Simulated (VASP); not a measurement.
# BaHg (P6_3mc) in VASP: further runs

BaHg is run at these levels: LDA; tasks: single point.

All numbers are computed with VASP 6.6.1; they aren't measurements. Logs are shortened: lines on timing, memory, paths and dates and some standing lists are left out, and cuts for length are marked.

### 1 The cell of the first run

Symmetry: P6_3mc, No. 186, hexagonal system. Conventional cell: a = 4.304 Å, b = 4.304 Å, c = 10.652 Å, α = 90.00°, β = 90.00°, γ = 120.00°. Within 4.2 Å of Ba (site symmetry 3m) lie 4 Hg at 3.23 to 3.27 Å. Hg (site symmetry 3m) has 4 Ba at 3.23 to 3.27 Å within 4.2 Å.

### 2 Single point, LDA

Input file INCAR:

```
ALGO     = Normal         # electronic algorithm
EDIFF    = 1E-6           # SCF threshold, eV
ENCUT    = 520            # plane-wave cutoff, eV
ISIF     = 2              # what is computed and relaxed
ISMEAR   = 0              # smearing method
LASPH    = T              # aspherical terms in the spheres
LCHARG   = F              # write CHGCAR
LREAL    = F              # projectors in reciprocal space
LWAVE    = F              # write WAVECAR
NBANDS   = 30             # bands
NELM     = 100            # most SCF steps
PREC     = Accurate       # precision mode
SIGMA    = 0.1            # smearing width, eV
```

Input file KPOINTS:

```
k-points
0
Gamma
  5 5 3
```

Input file POSCAR:

```
BaHg
1.0
    4.3044858809      0.0000000000      0.0000000000
   -2.1522429404      3.7277941231      0.0000000000
    0.0000000000      0.0000000000     10.6516267880
Ba Hg
2 2
Direct
    0.3333333333      0.6666666667      0.0341561070
    0.6666666667      0.3333333333      0.5341561070
    0.3333333333      0.6666666667      0.3408438930
    0.6666666667      0.3333333333      0.8408438930
```

Potentials or basis: VASP PAW LDA potentials, release 64 (Ba_sv, Hg).

The run is started by

```sh
$ cat potpaw_LDA.64/Ba_sv/POTCAR potpaw_LDA.64/Hg/POTCAR > POTCAR
$ mpirun -np 1 vasp_std > vasp.out
```

OUTCAR:

```text
EDIFF = 1E-6
   ENCUT = 520
   ISIF = 2
   ISMEAR = 0
   LASPH = T
   LREAL = F
   NELM = 100
   PREC = Accurate

 ion  position               nearest neighbor table
   1  0.333  0.667  0.034-   4 3.23   4 3.23   4 3.23   3 3.27
   2  0.667  0.333  0.534-   3 3.23   3 3.23   3 3.23   4 3.27
   3  0.333  0.667  0.341-   2 3.23   2 3.23   2 3.23   1 3.27
   4  0.667  0.333  0.841-   1 3.23   1 3.23   1 3.23   2 3.27

  LATTYP: Found a hexagonal cell.
 ALAT       =     4.3044858809
 C/A-ratio  =     2.4745409981

  Lattice vectors:

 A1 = (   4.3044858809,   0.0000000000,   0.0000000000)
 A2 = (  -2.1522429404,   3.7277941231,   0.0000000000)
 A3 = (   0.0000000000,   0.0000000000,  10.6516267880)

Analysis of symmetry for initial positions (statically):
=====================================================================
 Subroutine PRICEL returns:
 Original cell was already a primitive cell.

 Routine SETGRP: Setting up the symmetry group for a
 hexagonal supercell.

 Subroutine GETGRP returns: Found 12 space group operations
 (whereof  6 operations were pure point group operations)
 out of a pool of 24 trial point group operations.

The static configuration has the point symmetry C_3v.
 The point group associated with its full space group is C_6v.

Analysis of symmetry for dynamics (positions and initial velocities):
=====================================================================
 Subroutine PRICEL returns:
 Original cell was already a primitive cell.

 Routine SETGRP: Setting up the symmetry group for a
 hexagonal supercell.

 Subroutine GETGRP returns: Found 12 space group operations
 (whereof  6 operations were pure point group operations)
 out of a pool of 24 trial point group operations.

The dynamic configuration has the point symmetry C_3v.
 The point group associated with its full space group is C_6v.

 Subroutine INISYM returns: Found 12 space group operations
 (whereof  6 operations are pure point group operations),
 and found     1 'primitive' translations

----------------------------------------------------------------------------------------

                                     Primitive cell

  volume of cell :     170.9185

  direct lattice vectors                    reciprocal lattice vectors
     4.304485881  0.000000000  0.000000000     0.232315781  0.134127579  0.000000000
    -2.152242940  3.727794123  0.000000000     0.000000000  0.268255158  0.000000000
     0.000000000  0.000000000 10.651626788     0.000000000  0.000000000  0.093882373

[... 72 lines left out ...]
   EDIFF  = 0.1E-05   stopping-criterion for ELM
   LREAL  =      F    real-space projection
   EDIFFG = 0.1E-04   stopping-criterion for IOM
   NSW    =      0    number of steps for IOM
   IBRION =     -1    ionic relax: 0-MD 1-quasi-New 2-CG
   NFREE  =      0    steps in history (QN), initial steepest desc. (CG)
   ISIF   =      2    stress and relaxation
   ISYM   =      2    0-nonsym 1-usesym 2-fastsym
   POTIM  = 0.5000    time-step for ionic-motion
   TEBEG  =    0.0;   TEEND  =   0.0 temperature during run
   PSTRESS=    0.0 pullay stress
   NELECT =      44.0000    total number of electrons
   NUPDOWN=      -1.0000    fix difference up-down
   EMIN   =  10.00;   EMAX   =-10.00  energy-range for DOS
   EFERMI =   0.00;   METHOD = LEGACY
   ISMEAR =     0;   SIGMA  =   0.10  broadening in eV -4-tet -1-fermi 0-gaus
   EFERMI_NEDOS =   21; number of points for ismear=-14 and -15
   IALGO  =     38    algorithm
   IMIX   =      4    mixing-type and parameters
     AMIX     =   0.40;   BMIX     =  1.00
     AMIX_MAG =   1.60;   BMIX_MAG =  1.00
  volume/ion in A,a.u.               =      42.73       288.35
  Fermi-wavevector in a.u.,A,eV,Ry     =   1.041428  1.968014 14.756508  1.084573
  Thomas-Fermi vector in A             =   2.176048
   LORBIT       =      0    0 simple, 1 ext, 2 COOP (PROOUT), +10 PAW based schemes
   GGA     = CA    functional components
   LHFCALC =     F    Hartree Fock is set to
   AEXX    =    0.0000 exact exchange contribution
   IVDW    =     0    specifies the selected vdW correction
   LEPSILON=     F    determine dielectric tensor
   LRPA    =     F    only Hartree local field effects (RPA)
 non-spin polarized calculation
 Gauss-broadening in eV      SIGMA  =   0.10
  energy-cutoff  :      520.00
  volume of cell :      170.92
 maximum number of plane-waves:      4618
   NGX = 17   NGY = 17   NGZ = 39

 number of electron      43.9999999 magnetization

 Free energy of the ion-electron system (eV)
  ---------------------------------------------------
  ext. energy  EPLUGINS =         0.00000000
  ---------------------------------------------------
  free energy    TOTEN  =        -6.94350442 eV

  energy without entropy =       -6.94249461  energy(sigma->0) =       -6.94299951

 E-fermi :   1.6259     XC(G=0):  -8.5737

 val. band max:        1.4651229412   @ k =   0.2000  -0.0000   0.0000
 cond. band min:       1.7797904172   @ k =   0.4000  -0.0000   0.0000
 fundamental gap:      0.3146674760
 Fermi energy:         1.6259112098

 k-point     1 :       0.0000    0.0000    0.0000
  band No.  band energies     occupation
      1     -26.8900      2.00000
      2     -26.8869      2.00000
      3     -12.3426      2.00000
      4     -12.2358      2.00000
      5     -11.9294      2.00000
      6     -11.9294      2.00000
[... 319 lines left out ...]
     29       4.1242      0.00000
     30       4.5529      0.00000

------------------------ aborting loop because EDIFF is reached ----------------------------------------

  FORCE on cell =-STRESS in cart. coord.  units (eV):
  Direction    XX          YY          ZZ          XY          YZ          ZX
  --------------------------------------------------------------------------------------
  -------------------------------------------------------------------------------------
  Total        0.2828268      0.2828268      0.5805604      0.0000000     -0.0000000      0.0000000
  in kB        2.6511973      2.6511973      5.4421288      0.0000000     -0.0000000      0.0000000
  external PRESSURE =       3.5815078 kB  Pullay stress =       0.0000000 kB

 VOLUME and BASIS-vectors are now :
 -----------------------------------------------------------------------------
  energy-cutoff  :      520.00
  volume of cell :      170.92
      direct lattice vectors                 reciprocal lattice vectors
     4.304485881  0.000000000  0.000000000     0.232315781  0.134127579  0.000000000
    -2.152242940  3.727794123  0.000000000     0.000000000  0.268255158  0.000000000
     0.000000000  0.000000000 10.651626788     0.000000000  0.000000000  0.093882373

 POSITION                                       TOTAL-FORCE (eV/Angst)
 -----------------------------------------------------------------------------------
     -0.00000      2.48520      0.36382         0.000000      0.000000      0.044384
      2.15224      1.24260      5.68963        -0.000000      0.000000      0.044384
     -0.00000      2.48520      3.63054         0.000000      0.000000     -0.044384
      2.15224      1.24260      8.95636         0.000000      0.000000     -0.044384
 -----------------------------------------------------------------------------------
    total drift:                               -0.000000      0.000000     -0.000122

  FREE ENERGIE OF THE ION-ELECTRON SYSTEM (eV)
  ---------------------------------------------------
  free  energy   TOTEN  =        -6.9435044229 eV

  energy  without entropy=       -6.9424946069  energy(sigma->0) =       -6.94299951
```

OSZICAR:

```text
N       E                     dE             d eps       ncg     rms          rms(c)
DAV:   1     0.334176153035E+03    0.33418E+03   -0.19491E+04   600   0.128E+03
DAV:   2     0.163916709544E+02   -0.31778E+03   -0.30479E+03   714   0.304E+02
DAV:   3    -0.649504769939E+01   -0.22887E+02   -0.22568E+02   754   0.815E+01
DAV:   4    -0.747398517000E+01   -0.97894E+00   -0.97628E+00   918   0.112E+01
DAV:   5    -0.748776473701E+01   -0.13780E-01   -0.13778E-01   722   0.129E+00    0.561E+00
DAV:   6    -0.697530465101E+01    0.51246E+00   -0.17063E+00   706   0.701E+00    0.286E+00
DAV:   7    -0.695084297832E+01    0.24462E-01   -0.15058E-01   706   0.151E+00    0.168E+00
DAV:   8    -0.694366547303E+01    0.71775E-02   -0.17798E-02   802   0.874E-01    0.232E-01
DAV:   9    -0.694352402215E+01    0.14145E-03   -0.19550E-03   710   0.246E-01    0.870E-02
DAV:  10    -0.694349741177E+01    0.26610E-04   -0.23485E-04   810   0.635E-02    0.291E-02
DAV:  11    -0.694350453533E+01   -0.71236E-05   -0.42927E-05   732   0.215E-02    0.642E-03
DAV:  12    -0.694350442294E+01    0.11239E-06   -0.33275E-06   586   0.762E-03
   1 F= -.69435044E+01 E0= -.69429995E+01  d E =-.100982E-02
```

It took 27 s on 1 thread of AMD EPYC 9R14 (Zen 4), shared host; peak memory 0.2 GiB.

Results:

```
Free energy            : -6.9435 eV
Pressure               : 0.4 GPa
Largest force          : 0.044 eV/Å
Band gap on the k mesh : 0.31 eV, indirect (least direct gap 0.41 eV)
```

Forces in eV/Å, atoms in the order of the input:
```
Ba   0.000  0.000  0.044
Ba   0.000  0.000  0.044
Hg   0.000  0.000 -0.044
Hg   0.000  0.000 -0.044
```

Levels at points of the mesh, in eV from the valence-band top:
```csv
k point,band 19,band 20,band 21,band 22,band 23,band 24,band 25,band 26
"(0.00, 0.00, 0.00)",-5.66,-4.68,-1.60,-0.55,1.90,1.90,2.02,2.02
```

Caveat: spin-orbit coupling is left out, which moves the levels of the heavy elements. A k mesh can miss the band edges.

### 3 Single point, LDA

This run uses another cell than the first one, of 42.09 Å³/atom, 0.985 times its volume.

Input file INCAR:

```
SYSTEM = BaHg
ALGO = Normal ; EDIFF = 1E-7
ENCUT = 520 ; GGA = CA
ISIF = 2 ; ISMEAR = 0
LASPH = .TRUE. ; LCHARG = .FALSE.
LREAL = .FALSE. ; LWAVE = .FALSE.
NBANDS = 30 ; NELM = 80
PREC = Accurate ; SIGMA = 0.1
```

Input file KPOINTS:

```
k-points
0
G
  6 6 2
  0 0 0
```

Input file POSCAR:

```
BaHg
1.0
    4.2828549335      0.0000000000      0.0000000000
   -2.1414274667      3.7090611731      0.0000000000
    0.0000000000      0.0000000000     10.5981001219
Ba Hg
2 2
Direct
    0.3333333333      0.6666666667      0.0341561070
    0.6666666667      0.3333333333      0.5341561070
    0.3333333333      0.6666666667      0.3408438930
    0.6666666667      0.3333333333      0.8408438930
```

Potentials or basis: VASP PAW LDA potentials, release 64 (Ba_sv, Hg).

The run is started by

```sh
$ cat potpaw_LDA.64/Ba_sv/POTCAR potpaw_LDA.64/Hg/POTCAR > POTCAR
$ mpirun -np 1 vasp_std > vasp.out
```

It took 43 s on 1 thread of AMD EPYC 9R14 (Zen 4), shared host; peak memory 0.22 GiB.

Results (log left out):

* Free energy: -6.9274 eV
* Pressure: 0.6 GPa
* Largest force: 0.075 eV/Å
* Band gap on the k mesh: zero (band 22 reaches 1.85 eV, above the bottom of band 23 at 1.75 eV)

Forces in eV/Å, atoms in the order of the input:
```
Ba   0.000  0.000  0.075
Ba   0.000  0.000  0.075
Hg   0.000  0.000 -0.075
Hg   0.000  0.000 -0.075
```

Stress tensor (GPa, compression positive):
```
0.45 0.00 0.00
0.00 0.45 0.00
0.00 0.00 0.97
```

Levels at points of the mesh, in eV from the Fermi level:
| k point | band 19 | band 20 | band 21 | band 22 | band 23 | band 24 | band 25 | band 26 |
| --- | --- | --- | --- | --- | --- | --- | --- | --- |
| (0.00, 0.00, 0.00) | -5.87 | -4.86 | -1.78 | -0.74 | 1.74 | 1.74 | 1.86 | 1.86 |
| (0.50, 0.00, 0.00) | -4.37 | -4.05 | -1.19 | -0.97 | 0.15 | 0.49 | 1.51 | 1.52 |
| (0.00, 0.00, 0.50) | -5.42 | -5.42 | -1.20 | -1.20 | 1.80 | 1.80 | 1.80 | 1.80 |
| (0.50, 0.00, 0.50) | -4.24 | -4.24 | -0.93 | -0.93 | 0.20 | 0.20 | 1.63 | 1.63 |

Caveat: spin-orbit coupling is left out, which moves the levels of the heavy elements.
